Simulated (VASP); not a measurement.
# MoSe in VASP: notebook

MoSe is run at these levels: PBE, PBEsol, LDA; tasks: single point.

Program: VASP 6.6.1. These are calculated values, not measurements. Logs are shortened: lines on timing, memory, paths and dates and some standing lists are left out, and cuts for length are marked.

## 1. The cell of the first run

Symmetry: Imm2, No. 44, orthorhombic system. Conventional cell: a = 4.017 Å, b = 4.017 Å, c = 5.681 Å, α = 90.00°, β = 90.00°, γ = 90.00°. Within 3.2 Å of Mo (site symmetry mm2) lie 4 Se at 2.39 to 2.53 Å. Se (site symmetry mm2) has 4 Mo at 2.39 to 2.53 Å within 3.2 Å.

## 2. Single point, PBE, collinear spin, ferromagnetic start (atom 1 (Mo) moved 0.12 Å along x)

The input, INCAR:

```
SYSTEM = MoSe
ALGO     = Normal         ! electronic algorithm
EDIFF    = 1E-6           ! SCF threshold, eV
ENCUT    = 520            ! plane-wave cutoff, eV
GGA      = PE             ! functional
ISIF     = 2              ! what is computed and relaxed
ISMEAR   = 0              ! smearing method
ISPIN    = 2              ! spin polarisation
LASPH    = .TRUE.         ! aspherical terms in the spheres
LCHARG   = .TRUE.         ! write CHGCAR
LELF     = .TRUE.         ! ELF
LMAXMIX  = 4              ! l up to which the mixer works
LORBIT   = 11             ! projections on sites
LREAL    = .FALSE.        ! projectors in reciprocal space
LVHAR    = .TRUE.       
LWAVE    = .FALSE.        ! write WAVECAR
MAGMOM   = 0.91 0         ! initial moments
NBANDS   = 21             ! bands
NELM     = 150            ! most SCF steps
PREC     = Accurate       ! precision mode
SIGMA    = 0.05           ! smearing width, eV
```

The input, KPOINTS:

```
k-points
0
G
  10 10 10
  0 0 0
```

The input, POSCAR:

```
MoSe
1.0
    0.0000000000      2.8405191460      2.8405191460
    2.8405191460      0.0000000000      2.8405191460
    2.8405191460      2.8405191460      0.0000000000
Mo Se
1 1
Direct
   -0.0211228993      0.0211228993      0.0211228993
    0.2500000000      0.2500000000      0.2500000000
```

Potentials or basis: VASP PAW PBE potentials, release 64 (Mo_sv, Se).

On the command line:

```console
cat potpaw_PBE.64/Mo_sv/POTCAR potpaw_PBE.64/Se/POTCAR > POTCAR
mpirun -np 1 vasp_std > vasp.out
```

OUTCAR:

```text
SYSTEM = MoSe
   EDIFF = 1E-6
   ENCUT = 520
   GGA = PE
   ISIF = 2
   ISMEAR = 0
   ISPIN = 2
   LASPH = .TRUE.
   LORBIT = 11
   LREAL = .FALSE.
   NELM = 150
   PREC = Accurate

 ion  position               nearest neighbor table
   1  0.979  0.021  0.021-   2 2.39   2 2.39   2 2.53   2 2.53
   2  0.250  0.250  0.250-   1 2.39   1 2.39   1 2.53   1 2.53

  LATTYP: Found a face centered cubic cell.
 ALAT       =     5.6810382920

  Lattice vectors:

 A1 = (   0.0000000000,   2.8405191460,   2.8405191460)
 A2 = (   2.8405191460,   0.0000000000,   2.8405191460)
 A3 = (   2.8405191460,   2.8405191460,   0.0000000000)

Analysis of symmetry for initial positions (statically):
=====================================================================
 Subroutine PRICEL returns:
 Original cell was already a primitive cell.

 Routine SETGRP: Setting up the symmetry group for a
 face centered cubic supercell.

 Subroutine GETGRP returns: Found  4 space group operations
 (whereof  4 operations were pure point group operations)
 out of a pool of 48 trial point group operations.

The static configuration has the point symmetry C_2v.

Analysis of symmetry for dynamics (positions and initial velocities):
=====================================================================
 Subroutine PRICEL returns:
 Original cell was already a primitive cell.

 Routine SETGRP: Setting up the symmetry group for a
 face centered cubic supercell.

 Subroutine GETGRP returns: Found  4 space group operations
 (whereof  4 operations were pure point group operations)
 out of a pool of 48 trial point group operations.

The dynamic configuration has the point symmetry C_2v.

Analysis of structural, dynamic, and magnetic symmetry:
=====================================================================
 Subroutine PRICEL returns:
 Original cell was already a primitive cell.

 Routine SETGRP: Setting up the symmetry group for a
 face centered cubic supercell.

 Subroutine GETGRP returns: Found  4 space group operations
 (whereof  4 operations were pure point group operations)
 out of a pool of 48 trial point group operations.

The overall configuration has the point symmetry C_2v.

 Subroutine INISYM returns: Found  4 space group operations
 (whereof  4 operations are pure point group operations),
 and found     1 'primitive' translations

----------------------------------------------------------------------------------------

                                     Primitive cell

  volume of cell :      45.8377

  direct lattice vectors                    reciprocal lattice vectors
     0.000000000  2.840519146  2.840519146    -0.176024161  0.176024161  0.176024161
     2.840519146  0.000000000  2.840519146     0.176024161 -0.176024161  0.176024161
     2.840519146  2.840519146  0.000000000     0.176024161  0.176024161 -0.176024161

  length of vectors
     4.017100700  4.017100700  4.017100700     0.304882791  0.304882791  0.304882791

  position of ions in fractional coordinates (direct lattice)
     0.978877101  0.021122899  0.021122899
     0.250000000  0.250000000  0.250000000

  ion indices of the primitive-cell ions
   primitive index   ion index
                 1           1
                 2           2

----------------------------------------------------------------------------------------

 KPOINTS: k-points

Automatic generation of k-mesh.
 Grid dimensions read from file:
 generate k-points for:   10   10   10

 Generating k-lattice:

  Cartesian coordinates                     Fractional coordinates (reciprocal lattice)
    -0.017602416  0.017602416  0.017602416     0.100000000  0.000000000  0.000000000
     0.017602416 -0.017602416  0.017602416     0.000000000  0.100000000  0.000000000
     0.017602416  0.017602416 -0.017602416     0.000000000  0.000000000  0.100000000

  Length of vectors
     0.030488279  0.030488279  0.030488279

  Shift w.r.t. Gamma in fractional coordinates (k-lattice)
     0.000000000  0.000000000  0.000000000

 Subroutine IBZKPT returns following result:
 ===========================================

 Found    171 irreducible k-points:

 Following reciprocal coordinates:
            Coordinates               Weight
  0.000000  0.000000  0.000000      1.000000
  0.100000  0.000000  0.000000      4.000000
  0.000000  0.100000  0.000000      4.000000
  0.200000  0.000000  0.000000      4.000000
  0.000000  0.200000  0.000000      4.000000
  0.300000  0.000000  0.000000      4.000000
[... 16 lines left out ...]
  0.000000  0.400000  0.100000      4.000000
  0.100000  0.000000  0.400000      8.000000
 [... further k-points ...]
   k-points           NKPTS =    171   k-points in BZ     NKDIM =    171   number of bands    NBANDS=     21
   number of dos      NEDOS =    301   number of ions     NIONS =      2
   total plane-waves  NPLWV =  27000
   dimension x,y,z NGX =    30 NGY =   30 NGZ =   30
   dimension x,y,z NGXF=    60 NGYF=   60 NGZF=   60
   ions per type =               1   1
   NGX,Y,Z   is equivalent  to a cutoff of  12.42, 12.42, 12.42 a.u.
   NGXF,Y,Z  is equivalent  to a cutoff of  24.83, 24.83, 24.83 a.u.
 SYSTEM =  MoSe
   PREC   = accura    normal or accurate (medium, high low for compatibility)
   ISTART =      0    job   : 0-new  1-cont  2-samecut
   ICHARG =      2    charge: 1-file 2-atom 10-const
   ISPIN  =      2    spin polarized calculation?
   LNONCOLLINEAR =      F non collinear calculations
   LSORBIT =      F    spin-orbit coupling
   LASPH  =      T    aspherical Exc in radial PAW
   ENCUT  =  520.0 eV  38.22 Ry    6.18 a.u.   7.47  7.47  7.47*2*pi/ulx,y,z
   NELM   =    150;   NELMIN=  2; NELMDL= -5     # of ELM steps
   EDIFF  = 0.1E-05   stopping-criterion for ELM
   LREAL  =      F    real-space projection
   EDIFFG = 0.1E-04   stopping-criterion for IOM
   NSW    =      0    number of steps for IOM
   IBRION =     -1    ionic relax: 0-MD 1-quasi-New 2-CG
   NFREE  =      0    steps in history (QN), initial steepest desc. (CG)
   ISIF   =      2    stress and relaxation
   ISYM   =      2    0-nonsym 1-usesym 2-fastsym
   POTIM  = 0.5000    time-step for ionic-motion
   TEBEG  =    0.0;   TEEND  =   0.0 temperature during run
   PSTRESS=    0.0 pullay stress
   NELECT =      20.0000    total number of electrons
   NUPDOWN=      -1.0000    fix difference up-down
   EMIN   =  10.00;   EMAX   =-10.00  energy-range for DOS
   EFERMI =   0.00;   METHOD = LEGACY
   ISMEAR =     0;   SIGMA  =   0.05  broadening in eV -4-tet -1-fermi 0-gaus
   EFERMI_NEDOS =   21; number of points for ismear=-14 and -15
   IALGO  =     38    algorithm
   IMIX   =      4    mixing-type and parameters
     AMIX     =   0.40;   BMIX     =  1.00
     AMIX_MAG =   1.60;   BMIX_MAG =  1.00
  volume/ion in A,a.u.               =      22.92       154.66
  Fermi-wavevector in a.u.,A,eV,Ry     =   1.241682  2.346439 20.977117  1.541775
  Thomas-Fermi vector in A             =   2.376069
   LORBIT       =     11    0 simple, 1 ext, 2 COOP (PROOUT), +10 PAW based schemes
   GGA     = PE    functional components
   LHFCALC =     F    Hartree Fock is set to
   AEXX    =    0.0000 exact exchange contribution
   IVDW    =     0    specifies the selected vdW correction
   LEPSILON=     F    determine dielectric tensor
   LRPA    =     F    only Hartree local field effects (RPA)
 spin polarized calculation
 Gauss-broadening in eV      SIGMA  =   0.05
  energy-cutoff  :      520.00
  volume of cell :       45.84
 maximum number of plane-waves:      1258
 NGX is ok and might be reduce to    30
   NGX = 15   NGY = 15   NGZ = 15

 number of electron      20.0000001 magnetization       1.0609125

 Free energy of the ion-electron system (eV)
  ---------------------------------------------------
  ext. energy  EPLUGINS =         0.00000000
  ---------------------------------------------------
  free energy    TOTEN  =       -13.41906429 eV

  energy without entropy =      -13.41567486  energy(sigma->0) =      -13.41736958

 E-fermi :   6.2065     XC(G=0): -10.2331

 val. band max:        6.2062417085   @ k =   0.1000   0.1000   0.0000
 cond. band min:       6.2073747518   @ k =   0.0000   0.4000   0.0000
 fundamental gap:      0.0011330433
 Fermi energy:         6.2065105833

 spin component 1

 k-point     1 :       0.0000    0.0000    0.0000
  band No.  band energies     occupation
      1     -54.9335      1.00000
      2     -29.1193      1.00000
      3     -29.1055      1.00000
      4     -29.0993      1.00000
      5      -8.5137      1.00000
      6       1.0961      1.00000
[... 13 lines left out ...]
     20      19.0539      0.00000
     21      19.2998      0.00000

 k-point     2 :       0.1000    0.0000    0.0000
  band No.  band energies     occupation
      1     -54.9332      1.00000
      2     -29.1239      1.00000
      3     -29.1074      1.00000
      4     -29.1000      1.00000
      5      -8.4517      1.00000
      6       1.0109      1.00000
[... 13 lines left out ...]
     20      18.6890      0.00000
     21      19.8778      0.00000

 k-point     3 :       0.0000    0.1000    0.0000
  band No.  band energies     occupation
      1     -54.9333      1.00000
      2     -29.1201      1.00000
      3     -29.1085      1.00000
      4     -29.1018      1.00000
      5      -8.4579      1.00000
      6       1.1402      1.00000
[... 13 lines left out ...]
     20      18.5400      0.00000
     21      19.9455      0.00000
[... 457 lines left out ...]
 k-point    23 :       0.0000    0.4000    0.1000
  band No.  band energies     occupation
      1     -54.9312      1.00000
      2     -29.1454      1.00000
      3     -29.1279      1.00000
      4     -29.1101      1.00000
      5      -7.9790      1.00000
      6       0.6522      1.00000
[... 13 lines left out ...]
     20      19.3615      0.00000
     21      22.1899      0.00000

 k-point    24 :       0.1000    0.0000    0.4000
  band No.  band energies     occupation
      1     -54.9312      1.00000
      2     -29.1442      1.00000
      3     -29.1278      1.00000
      4     -29.1109      1.00000
      5      -7.9798      1.00000
      6       0.6696      1.00000
[... 13 lines left out ...]
     20      19.2522      0.00000
     21      22.0085      0.00000

 [... further k-points ...]

 spin component 2

 k-point     1 :       0.0000    0.0000    0.0000
  band No.  band energies     occupation
      1     -54.3421      1.00000
      2     -28.5232      1.00000
      3     -28.4494      1.00000
      4     -28.3909      1.00000
      5      -8.4855      1.00000
      6       1.2963      1.00000
[... 13 lines left out ...]
     20      19.2047      0.00000
     21      19.4757      0.00000

 k-point     2 :       0.1000    0.0000    0.0000
  band No.  band energies     occupation
      1     -54.3419      1.00000
      2     -28.5278      1.00000
      3     -28.4517      1.00000
      4     -28.3917      1.00000
      5      -8.4246      1.00000
      6       1.2034      1.00000
[... 13 lines left out ...]
     20      18.8962      0.00000
     21      20.0258      0.00000

 k-point     3 :       0.0000    0.1000    0.0000
  band No.  band energies     occupation
      1     -54.3419      1.00000
      2     -28.5241      1.00000
      3     -28.4519      1.00000
      4     -28.3943      1.00000
      5      -8.4310      1.00000
      6       1.3399      1.00000
[... 13 lines left out ...]
     20      18.7325      0.00000
     21      20.1090      0.00000
[... 457 lines left out ...]
 k-point    23 :       0.0000    0.4000    0.1000
  band No.  band energies     occupation
      1     -54.3398      1.00000
      2     -28.5322      1.00000
      3     -28.4809      1.00000
      4     -28.4124      1.00000
      5      -7.9629      1.00000
      6       0.7942      1.00000
[... 13 lines left out ...]
     20      19.6402      0.00000
     21      22.3560      0.00000

 k-point    24 :       0.1000    0.0000    0.4000
  band No.  band energies     occupation
      1     -54.3398      1.00000
      2     -28.5340      1.00000
      3     -28.4740      1.00000
      4     -28.4170      1.00000
      5      -7.9636      1.00000
      6       0.8124      1.00000
[... 13 lines left out ...]
     20      19.5010      0.00000
     21      22.2280      0.00000

 [... further k-points ...]
[... 5 lines left out ...]
  --------------------------------------------------------------------------------------
  -------------------------------------------------------------------------------------
  Total       -0.0629227      0.2441603      0.2441603      0.0000000      1.9161115      0.0000000
  in kB       -2.1993506      8.5341916      8.5341916      0.0000000     66.9743028      0.0000000
  external PRESSURE =       4.9563442 kB  Pullay stress =       0.0000000 kB

 VOLUME and BASIS-vectors are now :
 -----------------------------------------------------------------------------
  energy-cutoff  :      520.00
  volume of cell :       45.84
      direct lattice vectors                 reciprocal lattice vectors
     0.000000000  2.840519146  2.840519146    -0.176024161  0.176024161  0.176024161
     2.840519146  0.000000000  2.840519146     0.176024161 -0.176024161  0.176024161
     2.840519146  2.840519146  0.000000000     0.176024161  0.176024161 -0.176024161

 POSITION                                       TOTAL-FORCE (eV/Angst)
 -----------------------------------------------------------------------------------
      0.12000      2.84052      2.84052        -1.263893      0.000000      0.000000
      1.42026      1.42026      1.42026         1.263893     -0.000000     -0.000000
 -----------------------------------------------------------------------------------
    total drift:                                0.000022      0.000001      0.000000

  FREE ENERGIE OF THE ION-ELECTRON SYSTEM (eV)
  ---------------------------------------------------
  free  energy   TOTEN  =       -13.4190642923 eV

  energy  without entropy=      -13.4156748585  energy(sigma->0) =      -13.41736958

 total charge

# of ion       s       p       d       tot
------------------------------------------
    1        2.257   6.100   4.085  12.442
    2        1.429   2.412   0.132   3.973
--------------------------------------------------
tot          3.687   8.512   4.216  16.415

 magnetization (x)

# of ion       s       p       d       tot
------------------------------------------
    1        0.025   0.009   0.916   0.949
    2       -0.004  -0.031   0.016  -0.018
--------------------------------------------------
tot          0.021  -0.022   0.932   0.931
```

It took 5 min on 1 thread of Intel Xeon 6975P-C, shared host; peak memory 0.37 GiB.

Results:

```yaml
Free_energy: -13.4191 eV
Pressure: 0.5 GPa
Largest_force: 1.264 eV/Å
Net_moment: 1.06 μB per cell
Site_moments: Mo +0.95; Se -0.02 μB
Valence_electrons_inside_the_program's_atomic_spheres: Mo 12.44; Se 3.97
```

Forces on the atoms (eV/Å):
```
Mo  -1.264  0.000  0.000
Se   1.264  0.000  0.000
```

Caveat: the cell differs from its parent crystal (atom 1 (Mo) moved 0.12 Å along x); forces of over 1 eV/Å act on the atoms, so gaps and moduli don't describe the material at rest.

(Part 1 of 3 ends here.)
